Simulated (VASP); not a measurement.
# SiO2 (rutile type) (P4_2/mnm) in VASP: a series of runs

Runs on SiO2 (rutile type). Level: r2SCAN. Tasks: single point.

Everything below comes from runs of VASP 6.6.1. Logs are shortened: lines on timing, memory, paths and dates and some standing lists are left out, and cuts for length are marked.

**1. The cell of the first run**

Symmetry: P4_2/mnm, No. 136, tetragonal system. The conventional cell has a = 3.538 Å, b = 3.538 Å, c = 2.315 Å, α = 90.00°, β = 90.00°, γ = 90.00°. Si (site symmetry mmm) has 6 O at 1.49 to 1.54 Å within 2.0 Å. Within 2.0 Å of O (site symmetry m2m) lie 3 Si at 1.49 to 1.54 Å.

**2. Single point, r2SCAN**

POSCAR

```
SiO2
1.0
    3.5384755642      0.0000000000      0.0000000000
    0.0000000000      3.5384755642      0.0000000000
    0.0000000000      0.0000000000      2.3147622307
Si O
2 4
Direct
    0.0000000000      0.0000000000      0.0000000000
    0.5000000000      0.5000000000      0.5000000000
    0.2981708293      0.2981708293      0.0000000000
    0.7018291707      0.7018291707      0.0000000000
    0.7981708293      0.2018291707      0.5000000000
    0.2018291707      0.7981708293      0.5000000000
```

INCAR.step1

```
  PREC = Accurate
  ENCUT = 520
  ISMEAR = -1
  SIGMA = 0.08
  LREAL = False
  LASPH = True
  NELM = 80
  NBANDS = 25
  GGA = PE
  ALGO = Normal
  EDIFF = 1E-4
  LWAVE = True
  LCHARG = False
```

INCAR.step2

```
  PREC = Accurate
  ENCUT = 520
  EDIFF = 1E-6
  ISMEAR = -1
  SIGMA = 0.08
  LREAL = False
  LASPH = True
  NELM = 80
  ALGO = Normal
  ISIF = 2
  LWAVE = False
  LCHARG = False
  METAGGA = R2SCAN
  LMIXTAU = True
  NBANDS = 25
  ISTART = 1
```

KPOINTS

```
regular mesh
0
Gamma
  8 8 11
```

Potentials or basis: VASP PAW PBE potentials, release 64 (Si, O).

Launch:

```console
cat potpaw_PBE.64/Si/POTCAR potpaw_PBE.64/O/POTCAR > POTCAR
cp INCAR.step1 INCAR
mpirun -np 1 vasp_std > vasp.out
cp INCAR.step2 INCAR
mpirun -np 1 vasp_std > vasp.out
```

OUTCAR:

```text
PREC = Accurate
   ENCUT = 520
   EDIFF = 1E-6
   ISMEAR = -1
   LREAL = False
   LASPH = True
   NELM = 80
   ISIF = 2
   METAGGA = R2SCAN
   ISTART = 1

 ion  position               nearest neighbor table
   1  0.000  0.000  0.000-   3 1.49   4 1.49   5 1.54   6 1.54   5 1.54   6 1.54   2 2.76   2 2.76
                             2 2.76   2 2.76   2 2.76   2 2.76   2 2.76   2 2.76
   2  0.500  0.500  0.500-   5 1.49   6 1.49   3 1.54   4 1.54   3 1.54   4 1.54   1 2.76   1 2.76
                             1 2.76   1 2.76   1 2.76   1 2.76   1 2.76   1 2.76
   3  0.298  0.298  0.000-   1 1.49   2 1.54   2 1.54
   4  0.702  0.702  0.000-   1 1.49   2 1.54   2 1.54
   5  0.798  0.202  0.500-   2 1.49   1 1.54   1 1.54
   6  0.202  0.798  0.500-   2 1.49   1 1.54   1 1.54

  LATTYP: Found a simple tetragonal cell.
 ALAT       =     3.5384755642
 C/A-ratio  =     0.6541693418

  Lattice vectors:

 A1 = (   3.5384755642,   0.0000000000,   0.0000000000)
 A2 = (   0.0000000000,   3.5384755642,   0.0000000000)
 A3 = (   0.0000000000,   0.0000000000,   2.3147622307)

Analysis of symmetry for initial positions (statically):
=====================================================================
 Subroutine PRICEL returns:
 Original cell was already a primitive cell.

 Routine SETGRP: Setting up the symmetry group for a
 simple tetragonal supercell.

 Subroutine GETGRP returns: Found 16 space group operations
 (whereof  8 operations were pure point group operations)
 out of a pool of 16 trial point group operations.

The static configuration has the point symmetry D_2h.
 The point group associated with its full space group is D_4h.

Analysis of symmetry for dynamics (positions and initial velocities):
=====================================================================
 Subroutine PRICEL returns:
 Original cell was already a primitive cell.

 Routine SETGRP: Setting up the symmetry group for a
 simple tetragonal supercell.

 Subroutine GETGRP returns: Found 16 space group operations
 (whereof  8 operations were pure point group operations)
 out of a pool of 16 trial point group operations.

The dynamic configuration has the point symmetry D_2h.
 The point group associated with its full space group is D_4h.

 Subroutine INISYM returns: Found 16 space group operations
 (whereof  8 operations are pure point group operations),
 and found     1 'primitive' translations

----------------------------------------------------------------------------------------

                                     Primitive cell

  volume of cell :      28.9827

  direct lattice vectors                    reciprocal lattice vectors
     3.538475564  0.000000000  0.000000000     0.282607575  0.000000000  0.000000000
     0.000000000  3.538475564  0.000000000     0.000000000  0.282607575  0.000000000
     0.000000000  0.000000000  2.314762231     0.000000000  0.000000000  0.432009814

  length of vectors
     3.538475564  3.538475564  2.314762231     0.282607575  0.282607575  0.432009814

  position of ions in fractional coordinates (direct lattice)
     0.000000000  0.000000000  0.000000000
     0.500000000  0.500000000  0.500000000
     0.298170829  0.298170829  0.000000000
     0.701829171  0.701829171  0.000000000
     0.798170829  0.201829171  0.500000000
     0.201829171  0.798170829  0.500000000

  ion indices of the primitive-cell ions
   primitive index   ion index
                 1           1
                 2           2
                 3           3
                 4           4
                 5           5
                 6           6

----------------------------------------------------------------------------------------

 KPOINTS: regular mesh

Automatic generation of k-mesh.
 Grid dimensions read from file:
 generate k-points for:    8    8   11

 Generating k-lattice:

  Cartesian coordinates                     Fractional coordinates (reciprocal lattice)
     0.035325947  0.000000000  0.000000000     0.125000000  0.000000000  0.000000000
     0.000000000  0.035325947  0.000000000     0.000000000  0.125000000  0.000000000
     0.000000000  0.000000000  0.039273619     0.000000000  0.000000000  0.090909091

  Length of vectors
     0.035325947  0.035325947  0.039273619

  Shift w.r.t. Gamma in fractional coordinates (k-lattice)
     0.000000000  0.000000000  0.000000000

 Subroutine IBZKPT returns following result:
 ===========================================

 Found     90 irreducible k-points:

 Following reciprocal coordinates:
            Coordinates               Weight
  0.000000  0.000000  0.000000      1.000000
  0.125000  0.000000  0.000000      4.000000
  0.250000  0.000000  0.000000      4.000000
  0.375000  0.000000  0.000000      4.000000
  0.500000  0.000000  0.000000      2.000000
  0.125000  0.125000  0.000000      4.000000
[... 16 lines left out ...]
  0.375000  0.125000  0.090909     16.000000
  0.500000  0.125000  0.090909      8.000000
[... 28 lines left out ...]
   TEBEG  =    0.0;   TEEND  =   0.0 temperature during run
   PSTRESS=    0.0 pullay stress
   NELECT =      32.0000    total number of electrons
   NUPDOWN=      -1.0000    fix difference up-down
   EMIN   =  10.00;   EMAX   =-10.00  energy-range for DOS
   EFERMI =   0.00;   METHOD = LEGACY
   ISMEAR =    -1;   SIGMA  =   0.08  broadening in eV -4-tet -1-fermi 0-gaus
   EFERMI_NEDOS =   21; number of points for ismear=-14 and -15
   IALGO  =     38    algorithm
   IMIX   =      4    mixing-type and parameters
     AMIX     =   0.40;   BMIX     =  1.00
     AMIX_MAG =   1.60;   BMIX_MAG =  1.00
  volume/ion in A,a.u.               =       4.83        32.60
  Fermi-wavevector in a.u.,A,eV,Ry     =   1.692045  3.197501 38.953699  2.863016
  Thomas-Fermi vector in A             =   2.773702
   LORBIT       =      0    0 simple, 1 ext, 2 COOP (PROOUT), +10 PAW based schemes
   METAGGA = R2SCAN    functional components
   LHFCALC =     F    Hartree Fock is set to
   AEXX    =    0.0000 exact exchange contribution
   IVDW    =     0    specifies the selected vdW correction
   LEPSILON=     F    determine dielectric tensor
   LRPA    =     F    only Hartree local field effects (RPA)
 non-spin polarized calculation
  energy-cutoff  :      520.00
  volume of cell :       28.98
 maximum number of plane-waves:       792
 NGX is ok and might be reduce to    28

 number of electron      32.0000010 magnetization

 Free energy of the ion-electron system (eV)
  ---------------------------------------------------
  ext. energy  EPLUGINS =         0.00000000
  ---------------------------------------------------
  free energy    TOTEN  =       -43.59362504 eV

  energy without entropy =      -43.59362504  energy(sigma->0) =      -43.59362504

 E-fermi :  17.6438     XC(G=0): -15.6932

 val. band max:       16.0723705763   @ k =   0.0000   0.0000   0.0000
 cond. band min:      24.2499421107   @ k =   0.0000   0.0000   0.0000
 fundamental gap:      8.1775715344
 Fermi energy:        17.6437771352

 k-point     1 :       0.0000    0.0000    0.0000
  band No.  band energies     occupation
      1     -13.7684      2.00000
      2      -7.2544      2.00000
      3      -7.2544      2.00000
      4      -6.0445      2.00000
      5       0.9360      2.00000
      6       4.1887      2.00000
[... 17 lines left out ...]
     24      38.2895      0.00000
     25      38.2895      0.00000

 k-point     2 :       0.1250    0.0000    0.0000
  band No.  band energies     occupation
      1     -13.6279      2.00000
      2      -7.9839      2.00000
      3      -7.1662      2.00000
      4      -5.6822      2.00000
      5       0.9871      2.00000
      6       4.5104      2.00000
[... 17 lines left out ...]
     24      37.8996      0.00000
     25      38.8559      0.00000

 k-point     3 :       0.2500    0.0000    0.0000
  band No.  band energies     occupation
      1     -13.2094      2.00000
      2      -9.2202      2.00000
      3      -6.9102      2.00000
      4      -5.4670      2.00000
      5       1.1793      2.00000
      6       4.4649      2.00000
[... 552 lines left out ...]
 k-point    23 :       0.3750    0.1250    0.0909
  band No.  band energies     occupation
      1     -12.2307      2.00000
      2     -10.2351      2.00000
      3      -6.8486      2.00000
      4      -5.8262      2.00000
      5       2.1063      2.00000
      6       3.7571      2.00000
[... 17 lines left out ...]
     24      35.7917      0.00000
     25      36.9296      0.00000

 k-point    24 :       0.5000    0.1250    0.0909
  band No.  band energies     occupation
      1     -11.3255      2.00000
      2     -11.3255      2.00000
      3      -6.3338      2.00000
      4      -6.3338      2.00000
      5       2.8489      2.00000
      6       2.8489      2.00000
[... 17 lines left out ...]
     24      34.8515      0.00000
     25      37.6830      0.00000

 [... further k-points ...]
[... 5 lines left out ...]
  --------------------------------------------------------------------------------------
  -------------------------------------------------------------------------------------
  Total       73.4984911     73.4984911     73.9732493      0.0000000      0.0000000      0.0000000
  in kB     4063.0317544   4063.0317544   4089.2766141      0.0000000      0.0000000      0.0000000
  external PRESSURE =    4071.7800410 kB  Pullay stress =       0.0000000 kB

 VOLUME and BASIS-vectors are now :
 -----------------------------------------------------------------------------
  energy-cutoff  :      520.00
  volume of cell :       28.98
      direct lattice vectors                 reciprocal lattice vectors
     3.538475564  0.000000000  0.000000000     0.282607575  0.000000000  0.000000000
     0.000000000  3.538475564  0.000000000     0.000000000  0.282607575  0.000000000
     0.000000000  0.000000000  2.314762231     0.000000000  0.000000000  0.432009814

 POSITION                                       TOTAL-FORCE (eV/Angst)
 -----------------------------------------------------------------------------------
      0.00000      0.00000      0.00000         0.000000      0.000000      0.000000
      1.76924      1.76924      1.15738         0.000000      0.000000      0.000000
      1.05507      1.05507      0.00000        -0.053249     -0.053249     -0.000000
      2.48341      2.48341      0.00000         0.053249      0.053249      0.000000
      2.82431      0.71417      1.15738        -0.053249      0.053249      0.000000
      0.71417      2.82431      1.15738         0.053249     -0.053249      0.000000
 -----------------------------------------------------------------------------------
    total drift:                                0.000000     -0.000000     -0.000000

  FREE ENERGIE OF THE ION-ELECTRON SYSTEM (eV)
  ---------------------------------------------------
  free  energy   TOTEN  =       -43.5936250439 eV

  energy  without entropy=      -43.5936250439  energy(sigma->0) =      -43.59362504
```

Wall time 3 min (1 thread of Intel Xeon Platinum 8488C (Sapphire Rapids), shared host); peak memory 0.17 GiB.

What came out:

| Property | Result |
| --- | --- |
| Free energy | -43.5936 eV |
| Pressure | 407.2 GPa |
| Largest force | 0.075 eV/Å |
| Band gap on the k mesh | 8.18 eV, direct |

Forces on the atoms (eV/Å):
```
Si   0.000  0.000  0.000
Si   0.000  0.000  0.000
O   -0.053 -0.053  0.000
O    0.053  0.053  0.000
O   -0.053  0.053  0.000
O    0.053 -0.053  0.000
```

Levels at points of the mesh, in eV from the valence-band top:
```
           k point  band 13  band 14  band 15  band 16  band 17  band 18  band 19  band 20
(0.00, 0.00, 0.00)    -2.72    -1.28    -1.28     0.00     8.18    13.02    13.22    13.22
(0.50, 0.00, 0.00)    -3.98    -3.98    -1.60    -1.60    11.79    11.79    15.07    15.07
(0.50, 0.50, 0.00)    -4.51    -4.51    -4.46    -4.46    12.68    12.68    15.71    15.71
```

Caveat: the PAW data sets were made with another functional, which shifts forces and pressure a little.

**3. Single point, r2SCAN**

POSCAR is that of step 2.

INCAR.step1

```
SYSTEM = SiO2
ALGO = Normal ; EDIFF = 1E-4
ENCUT = 520 ; GGA = PE
ISMEAR = -1 ; LASPH = .TRUE.
LCHARG = .FALSE. ; LREAL = .FALSE.
LWAVE = .TRUE. ; NBANDS = 25
NELM = 80 ; PREC = Accurate
SIGMA = 0.08
```

INCAR.step2

```
SYSTEM = SiO2
ALGO = Normal ; EDIFF = 1E-6
ENCUT = 520 ; ISIF = 2
ISMEAR = -1 ; ISTART = 1
LASPH = .TRUE. ; LCHARG = .TRUE.
LELF = .TRUE. ; LMIXTAU = .TRUE.
LREAL = .FALSE. ; LVHAR = .TRUE.
LWAVE = .FALSE. ; METAGGA = R2SCAN
NBANDS = 25 ; NELM = 80
PREC = Accurate ; SIGMA = 0.08
```

KPOINTS

```
k-points
0
G
  8 8 11
  0 0 0
```

Potentials or basis: VASP PAW PBE potentials, release 64 (Si, O).

Launch:

```console
cat potpaw_PBE.64/Si/POTCAR potpaw_PBE.64/O/POTCAR > POTCAR
cp INCAR.step1 INCAR
mpirun -np 1 vasp_std > vasp.out
cp INCAR.step2 INCAR
mpirun -np 1 vasp_std > vasp.out
```

It took 2.5 min on 1 thread of Intel Xeon Platinum 8488C (Sapphire Rapids), shared host; peak memory 0.17 GiB.

Results (log left out):

```yaml
Free_energy: -43.5936 eV
Pressure: 407.2 GPa
Largest_force: 0.075 eV/Å
Band_gap_on_the_k_mesh: 8.18 eV, direct
```

Forces in eV/Å, atoms in the order of the input:
```
Si   0.000  0.000  0.000
Si   0.000  0.000  0.000
O   -0.053 -0.053  0.000
O    0.053  0.053  0.000
O   -0.053  0.053  0.000
O    0.053 -0.053  0.000
```

Stress tensor (GPa, compression positive):
```
406.30   0.00   0.00
  0.00 406.30   0.00
  0.00   0.00 408.93
```

Levels at points of the mesh, in eV from the valence-band top:
```csv
k point,band 13,band 14,band 15,band 16,band 17,band 18,band 19,band 20
"(0.00, 0.00, 0.00)",-2.72,-1.28,-1.28,0.00,8.18,13.02,13.22,13.22
"(0.50, 0.00, 0.00)",-3.98,-3.98,-1.60,-1.60,11.79,11.79,15.07,15.07
"(0.50, 0.50, 0.00)",-4.51,-4.51,-4.46,-4.46,12.68,12.68,15.71,15.71
```

Caveat: the PAW data sets were made with another functional, which shifts forces and pressure a little. A k mesh can miss the band edges.

**4. Single point, r2SCAN**

This run uses another cell than the first one, of 5.61 Å³/atom, 1.161 times its volume.

POSCAR

```
SiO2
1.0
    3.7197064672      0.0000000000      0.0000000000
    0.0000000000      3.7197064672      0.0000000000
    0.0000000000      0.0000000000      2.4325526924
Si O
2 4
Direct
    0.0000000000      0.0000000000      0.0000000000
    0.5000000000      0.5000000000      0.5000000000
    0.2994609283      0.2994609283      0.0000000000
    0.7005390717      0.7005390717      0.0000000000
    0.7994609283      0.2005390717      0.5000000000
    0.2005390717      0.7994609283      0.5000000000
```

INCAR.step1

```
SYSTEM = SiO2
PREC = Accurate
ENCUT = 520
ISMEAR = -1
SIGMA = 0.08
LREAL = .FALSE.
LASPH = .TRUE.
NELM = 100
NBANDS = 25
GGA = PE
ALGO = Normal
EDIFF = 1E-4
LWAVE = .TRUE.
LCHARG = .FALSE.
```

INCAR.step2

```
SYSTEM = SiO2
PREC = Accurate
ENCUT = 520
EDIFF = 1E-6
ISMEAR = -1
SIGMA = 0.08
LREAL = .FALSE.
LASPH = .TRUE.
NELM = 100
ALGO = Normal
ISIF = 2
LWAVE = .FALSE.
LCHARG = .TRUE.
METAGGA = R2SCAN
LMIXTAU = .TRUE.
LELF = .TRUE.
LVHAR = .TRUE.
NBANDS = 25
ISTART = 1
```

KPOINTS

```
regular mesh
0
G
  8 8 11
  0 0 0
```

Launch:

```console
cat potpaw_PBE.64/Si/POTCAR potpaw_PBE.64/O/POTCAR > POTCAR
cp INCAR.step1 INCAR
mpirun -np 1 vasp_std > vasp.out
cp INCAR.step2 INCAR
mpirun -np 1 vasp_std > vasp.out
```

It took 3.2 min on 1 thread of Intel Xeon Platinum 8488C (Sapphire Rapids), shared host; peak memory 0.17 GiB.

The run converged. Its results:

| Item | Value |
| --- | --- |
| Free energy | -52.3164 eV |
| Pressure | 208.7 GPa |
| Largest force | 0.030 eV/Å |
| Band gap on the k mesh | 8.13 eV, direct |

Forces in eV/Å, atoms in the order of the input:
```
Si   0.000  0.000  0.000
Si   0.000  0.000  0.000
O   -0.021 -0.021  0.000
O    0.021  0.021  0.000
O   -0.021  0.021  0.000
O    0.021 -0.021  0.000
```

Stress tensor (GPa, compression positive):
```
208.21   0.00   0.00
  0.00 208.21   0.00
  0.00   0.00 209.69
```

Levels at points of the mesh, in eV from the valence-band top:
```csv
k point,band 13,band 14,band 15,band 16,band 17,band 18,band 19,band 20
"(0.00, 0.00, 0.00)",-2.65,-1.17,-1.17,0.00,8.13,11.86,11.86,12.53
"(0.50, 0.00, 0.00)",-3.54,-3.54,-1.40,-1.40,11.24,11.24,13.44,13.44
"(0.50, 0.50, 0.00)",-3.98,-3.98,-3.64,-3.64,11.77,11.77,14.26,14.26
```

Caveat: the PAW data sets were made with another functional, which shifts forces and pressure a little. r2SCAN opens gaps a little over a GGA but as a rule still falls short of measured ones.

**5. Single point, r2SCAN**

POSCAR

```
SiO2
1.0
    3.7197064672      0.0000000000      0.0000000000
    0.0000000000      3.7197064672      0.0000000000
    0.0000000000      0.0000000000      2.4325526924
Si O
2 4
Direct
    0.0000000000      0.0000000000      0.0000000000
    0.5000000000      0.5000000000      0.5000000000
    0.2994609284      0.2994609284      0.0000000000
    0.7005390716      0.7005390716      0.0000000000
    0.7994609284      0.2005390716      0.5000000000
    0.2005390716      0.7994609284      0.5000000000
```

INCAR.step1

```
  ALGO = Normal
  EDIFF = 1E-4
  ENCUT = 520
  GGA = PE
  ISMEAR = -1
  LASPH = True
  LCHARG = False
  LREAL = False
  LWAVE = True
  NBANDS = 25
  NELM = 100
  PREC = Accurate
  SIGMA = 0.08
```

INCAR.step2

```
  ALGO = Normal
  EDIFF = 1E-6
  ENCUT = 520
  ISIF = 2
  ISMEAR = -1
  ISTART = 1
  LASPH = True
  LCHARG = True
  LELF = True
  LMIXTAU = True
  LREAL = False
  LVHAR = True
  LWAVE = False
  METAGGA = R2SCAN
  NBANDS = 25
  NELM = 100
  PREC = Accurate
  SIGMA = 0.08
```

KPOINTS

```
k-points
0
Gamma
  8 8 11
```

Launch:

```console
cat potpaw_PBE.64/Si/POTCAR potpaw_PBE.64/O/POTCAR > POTCAR
cp INCAR.step1 INCAR
mpirun -np 1 vasp_std > vasp.out
cp INCAR.step2 INCAR
mpirun -np 1 vasp_std > vasp.out
```

Wall time 3.4 min (1 thread of Intel Xeon Platinum 8488C (Sapphire Rapids), shared host); peak memory 0.18 GiB.

It converged, with:

| Item | Value |
| --- | --- |
| Free energy | -52.3164 eV |
| Pressure | 208.7 GPa |
| Largest force | 0.030 eV/Å |
| Band gap on the k mesh | 8.13 eV, direct |

Forces in eV/Å, atoms in the order of the input:
```
Si   0.000  0.000  0.000
Si   0.000  0.000  0.000
O   -0.021 -0.021  0.000
O    0.021  0.021  0.000
O   -0.021  0.021  0.000
O    0.021 -0.021  0.000
```

Stress tensor (GPa, compression positive):
```
208.21   0.00   0.00
  0.00 208.21   0.00
  0.00   0.00 209.69
```

Levels at points of the mesh, in eV from the valence-band top:
```
           k point  band 14  band 15  band 16  band 17  band 18  band 19
(0.00, 0.00, 0.00)    -1.17    -1.17     0.00     8.13    11.86    11.86
(0.50, 0.00, 0.00)    -3.54    -1.40    -1.40    11.24    11.24    13.44
(0.50, 0.50, 0.00)    -3.98    -3.64    -3.64    11.77    11.77    14.26
```

Caveat: the PAW data sets were made with another functional, which shifts forces and pressure a little.
